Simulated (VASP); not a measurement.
# GaP (F-43m) in VASP: notebook

The runs below take GaP through single point, with LDA.

Everything below comes from runs of VASP 6.6.1. Logs are shortened: lines on timing, memory, paths and dates and some standing lists are left out, and cuts for length are marked.

## 1. The cell of the first run

The structure is cubic, space group F-43m (No. 216). Conventional cell: a = 5.445 Å, b = 5.445 Å, c = 5.445 Å, α = 90.00°, β = 90.00°, γ = 90.00°. Ga (site symmetry -43m) has 4 P at 2.36 Å within 3.1 Å. P (site symmetry -43m) has 4 Ga at 2.36 Å within 3.1 Å.

## 2. Single point, LDA (20.18 Å³/atom)

INCAR reads:

```
SYSTEM = GaP
ALGO = Normal ; EDIFF = 1E-6
ENCUT = 500 ; GGA_COMPAT = .FALSE.
ISIF = 2 ; ISMEAR = 0
LASPH = .TRUE. ; LCHARG = .FALSE.
LREAL = .FALSE. ; LWAVE = .FALSE.
NBANDS = 16 ; NELM = 120
PREC = Accurate ; SIGMA = 0.02
```

KPOINTS reads:

```
k-points
0
G
  8 8 8
  0 0 0
```

POSCAR reads:

```
GaP
1.0
    0.0000000000      2.7224013681      2.7224013681
    2.7224013681      0.0000000000      2.7224013681
    2.7224013681      2.7224013681      0.0000000000
Ga P
1 1
Direct
    0.0000000000      0.0000000000      0.0000000000
    0.7500000000      0.7500000000      0.7500000000
```

Potentials or basis: VASP PAW LDA potentials, release 64 (Ga_d, P).

Command:

```sh
cat potpaw_LDA.64/Ga_d/POTCAR potpaw_LDA.64/P/POTCAR > POTCAR
mpirun -np 1 vasp_std > vasp.out
```

OUTCAR:

```text
SYSTEM = GaP
   EDIFF = 1E-6
   ENCUT = 500
   ISIF = 2
   ISMEAR = 0
   LASPH = .TRUE.
   LREAL = .FALSE.
   NELM = 120
   PREC = Accurate

 ion  position               nearest neighbor table
   1  0.000  0.000  0.000-   2 2.36   2 2.36   2 2.36   2 2.36
   2  0.750  0.750  0.750-   1 2.36   1 2.36   1 2.36   1 2.36

  LATTYP: Found a face centered cubic cell.
 ALAT       =     5.4448027362

  Lattice vectors:

 A1 = (   0.0000000000,   2.7224013681,   2.7224013681)
 A2 = (   2.7224013681,   0.0000000000,   2.7224013681)
 A3 = (   2.7224013681,   2.7224013681,   0.0000000000)

Analysis of symmetry for initial positions (statically):
=====================================================================
 Subroutine PRICEL returns:
 Original cell was already a primitive cell.

 Routine SETGRP: Setting up the symmetry group for a
 face centered cubic supercell.

 Subroutine GETGRP returns: Found 24 space group operations
 (whereof 24 operations were pure point group operations)
 out of a pool of 48 trial point group operations.

The static configuration has the point symmetry T_d .

Analysis of symmetry for dynamics (positions and initial velocities):
=====================================================================
 Subroutine PRICEL returns:
 Original cell was already a primitive cell.

 Routine SETGRP: Setting up the symmetry group for a
 face centered cubic supercell.

 Subroutine GETGRP returns: Found 24 space group operations
 (whereof 24 operations were pure point group operations)
 out of a pool of 48 trial point group operations.

The dynamic configuration has the point symmetry T_d .

 Subroutine INISYM returns: Found 24 space group operations
 (whereof 24 operations are pure point group operations),
 and found     1 'primitive' translations

----------------------------------------------------------------------------------------

                                     Primitive cell

  volume of cell :      40.3540

  direct lattice vectors                    reciprocal lattice vectors
     0.000000000  2.722401368  2.722401368    -0.183661383  0.183661383  0.183661383
     2.722401368  0.000000000  2.722401368     0.183661383 -0.183661383  0.183661383
     2.722401368  2.722401368  0.000000000     0.183661383  0.183661383 -0.183661383

  length of vectors
     3.850056937  3.850056937  3.850056937     0.318110847  0.318110847  0.318110847

  position of ions in fractional coordinates (direct lattice)
     0.000000000  0.000000000  0.000000000
     0.750000000  0.750000000  0.750000000
[... 77 lines left out ...]
   EDIFF  = 0.1E-05   stopping-criterion for ELM
   LREAL  =      F    real-space projection
   EDIFFG = 0.1E-04   stopping-criterion for IOM
   NSW    =      0    number of steps for IOM
   IBRION =     -1    ionic relax: 0-MD 1-quasi-New 2-CG
   NFREE  =      0    steps in history (QN), initial steepest desc. (CG)
   ISIF   =      2    stress and relaxation
   ISYM   =      2    0-nonsym 1-usesym 2-fastsym
   POTIM  = 0.5000    time-step for ionic-motion
   TEBEG  =    0.0;   TEEND  =   0.0 temperature during run
   PSTRESS=    0.0 pullay stress
   NELECT =      18.0000    total number of electrons
   NUPDOWN=      -1.0000    fix difference up-down
   EMIN   =  10.00;   EMAX   =-10.00  energy-range for DOS
   EFERMI =   0.00;   METHOD = LEGACY
   ISMEAR =     0;   SIGMA  =   0.02  broadening in eV -4-tet -1-fermi 0-gaus
   EFERMI_NEDOS =   21; number of points for ismear=-14 and -15
   IALGO  =     38    algorithm
   IMIX   =      4    mixing-type and parameters
     AMIX     =   0.40;   BMIX     =  1.00
     AMIX_MAG =   1.60;   BMIX_MAG =  1.00
  volume/ion in A,a.u.               =      20.18       136.16
  Fermi-wavevector in a.u.,A,eV,Ry     =   1.250845  2.363754 21.287857  1.564613
  Thomas-Fermi vector in A             =   2.384820
   LORBIT       =      0    0 simple, 1 ext, 2 COOP (PROOUT), +10 PAW based schemes
   GGA     = CA    functional components
   LHFCALC =     F    Hartree Fock is set to
   AEXX    =    0.0000 exact exchange contribution
   IVDW    =     0    specifies the selected vdW correction
   LEPSILON=     F    determine dielectric tensor
   LRPA    =     F    only Hartree local field effects (RPA)
 non-spin polarized calculation
 Gauss-broadening in eV      SIGMA  =   0.02
  energy-cutoff  :      500.00
  volume of cell :       40.35
 maximum number of plane-waves:      1036
   NGX = 13   NGY = 13   NGZ = 13

 number of electron      18.0000016 magnetization

 Free energy of the ion-electron system (eV)
  ---------------------------------------------------
  ext. energy  EPLUGINS =         0.00000000
  ---------------------------------------------------
  free energy    TOTEN  =       -10.44216159 eV

  energy without entropy =      -10.44216159  energy(sigma->0) =      -10.44216159

 E-fermi :   4.6517     XC(G=0): -10.1781

 val. band max:        4.5374238340   @ k =   0.0000   0.0000   0.0000
 cond. band min:       6.0256155672   @ k =   0.3750   0.3750   0.0000
 fundamental gap:      1.4881917331
 Fermi energy:         4.6516874468

 k-point     1 :       0.0000    0.0000    0.0000
  band No.  band energies     occupation
      1     -10.1731      2.00000
      2     -10.1731      2.00000
      3     -10.1731      2.00000
      4     -10.0740      2.00000
      5     -10.0740      2.00000
      6      -7.9957      2.00000
[... 433 lines left out ...]
      3     -10.1303      2.00000
      4     -10.0793      2.00000
      5     -10.0668      2.00000
      6      -5.4873      2.00000
[... 8 lines left out ...]
     15      16.4281      0.00000
     16      16.9481      0.00000

 [... further k-points ...]

------------------------ aborting loop because EDIFF is reached ----------------------------------------

  FORCE on cell =-STRESS in cart. coord.  units (eV):
  Direction    XX          YY          ZZ          XY          YZ          ZX
  --------------------------------------------------------------------------------------
  -------------------------------------------------------------------------------------
  Total       -0.6138651     -0.6138651     -0.6138651      0.0000000      0.0000000     -0.0000000
  in kB      -24.3723296    -24.3723296    -24.3723296      0.0000000      0.0000000     -0.0000000
  external PRESSURE =     -24.3723296 kB  Pullay stress =       0.0000000 kB

 VOLUME and BASIS-vectors are now :
 -----------------------------------------------------------------------------
  energy-cutoff  :      500.00
  volume of cell :       40.35
      direct lattice vectors                 reciprocal lattice vectors
     0.000000000  2.722401368  2.722401368    -0.183661383  0.183661383  0.183661383
     2.722401368  0.000000000  2.722401368     0.183661383 -0.183661383  0.183661383
     2.722401368  2.722401368  0.000000000     0.183661383  0.183661383 -0.183661383

 POSITION                                       TOTAL-FORCE (eV/Angst)
 -----------------------------------------------------------------------------------
      0.00000      0.00000      0.00000         0.000000      0.000000      0.000000
      4.08360      4.08360      4.08360        -0.000000     -0.000000     -0.000000
 -----------------------------------------------------------------------------------
    total drift:                               -0.000001     -0.000001     -0.000001

  FREE ENERGIE OF THE ION-ELECTRON SYSTEM (eV)
  ---------------------------------------------------
  free  energy   TOTEN  =       -10.4421615924 eV

  energy  without entropy=      -10.4421615924  energy(sigma->0) =      -10.44216159
```

OSZICAR:

```text
N       E                     dE             d eps       ncg     rms          rms(c)
DAV:   1     0.841287556976E+02    0.84129E+02   -0.88311E+03   952   0.158E+03
DAV:   2    -0.417964290807E+01   -0.88308E+02   -0.83994E+02  1024   0.321E+02
DAV:   3    -0.106543031027E+02   -0.64747E+01   -0.64483E+01  1144   0.665E+01
DAV:   4    -0.107609070670E+02   -0.10660E+00   -0.10657E+00  1144   0.937E+00
DAV:   5    -0.107629984877E+02   -0.20914E-02   -0.20913E-02  1176   0.119E+00    0.433E+00
DAV:   6    -0.104942910871E+02    0.26871E+00   -0.35999E-01  1424   0.102E+01    0.278E+00
DAV:   7    -0.104469635594E+02    0.47328E-01   -0.83323E-02  1248   0.200E+00    0.104E+00
DAV:   8    -0.104421873187E+02    0.47762E-02   -0.11352E-02  1064   0.117E+00    0.188E-01
DAV:   9    -0.104421539204E+02    0.33398E-04   -0.98829E-04  1392   0.409E-01    0.629E-02
DAV:  10    -0.104421554291E+02   -0.15087E-05   -0.53019E-05  1360   0.817E-02    0.275E-02
DAV:  11    -0.104421618398E+02   -0.64106E-05   -0.92240E-06  1216   0.447E-02    0.792E-03
DAV:  12    -0.104421615924E+02    0.24736E-06   -0.49306E-07   736   0.755E-03
   1 F= -.10442162E+02 E0= -.10442162E+02  d E =-.441252E-18
```

stdout:

```text
POSCAR found type information on POSCAR GaP
 POSCAR found :  2 types and       2 ions
 scaLAPACK will be used
 LDA part: xc-table for (Slater(with rela. corr.)+CA(PZ))
 , standard interpolation
 POSCAR, INCAR and KPOINTS ok, starting setup
 FFT: planning ... GRIDC
 FFT: planning ... GRID_SOFT
 FFT: planning ... GRID
 WAVECAR not read
 entering main loop
```

Wall time 23 s (1 thread of Intel Xeon 8259CL, shared host); peak memory 0.15 GiB.

Results:

```
Free energy            : -10.4422 eV
Pressure               : -2.4 GPa
Band gap on the k mesh : 1.49 eV (least direct gap 1.66 eV)
```

Levels at points of the mesh, in eV from the valence-band top:
| k point | band 6 | band 7 | band 8 | band 9 | band 10 | band 11 | band 12 | band 13 |
| --- | --- | --- | --- | --- | --- | --- | --- | --- |
| (0.00, 0.00, 0.00) | -12.53 | 0.00 | 0.00 | 0.00 | 1.66 | 3.79 | 3.79 | 3.79 |
| (0.50, 0.00, 0.00) | -10.44 | -6.73 | -1.13 | -1.13 | 1.52 | 4.63 | 4.63 | 8.05 |
| (0.50, 0.50, 0.00) | -9.52 | -6.85 | -2.72 | -2.72 | 1.49 | 1.68 | 10.48 | 10.48 |

A k mesh can miss the band edges.

## 3. Single point, LDA (20.76 Å³/atom)

This run uses another cell than the first one, of 20.76 Å³/atom.

INCAR reads:

```
  PREC = Accurate
  ENCUT = 500
  EDIFF = 1E-6
  ISMEAR = 0
  SIGMA = 0.02
  LREAL = False
  LASPH = True
  NELM = 120
  ALGO = Normal
  ISIF = 2
  LWAVE = False
  LCHARG = False
  GGA = CA
  NBANDS = 16
  GGA_COMPAT = False
```

KPOINTS reads:

```
regular mesh
0
Gamma
  8 8 8
```

POSCAR reads:

```
GaP
1.0
    0.0000000000      2.7485799103      2.7485799103
    2.7485799103      0.0000000000      2.7485799103
    2.7485799103      2.7485799103      0.0000000000
Ga P
1 1
Direct
    0.0000000000      0.0000000000      0.0000000000
    0.7500000000      0.7500000000      0.7500000000
```

Potentials or basis: VASP PAW LDA potentials, release 64 (Ga_d, P).

Command:

```sh
cat potpaw_LDA.64/Ga_d/POTCAR potpaw_LDA.64/P/POTCAR > POTCAR
mpirun -np 1 vasp_std > vasp.out
```

Run time: 23 s. Hardware: 1 thread of Intel Xeon 8259CL, shared host; peak memory 0.14 GiB.

It converged, with:

```
Free energy            : -10.4167 eV
Pressure               : -4.6 GPa
Band gap on the k mesh : 1.43 eV
```

Levels at points of the mesh, in eV from the valence-band top:
```
           k point  band 7  band 8  band 9  band 10  band 11  band 12
(0.00, 0.00, 0.00)    0.00    0.00    0.00     1.43     3.80     3.80
(0.50, 0.00, 0.00)   -6.57   -1.09   -1.09     1.44     4.64     4.64
(0.50, 0.50, 0.00)   -6.72   -2.62   -2.62     1.55     1.70    10.26
```

Caveat: the cell stands under tension. A k mesh can miss the band edges.

(Part 1 of 2 ends here.)
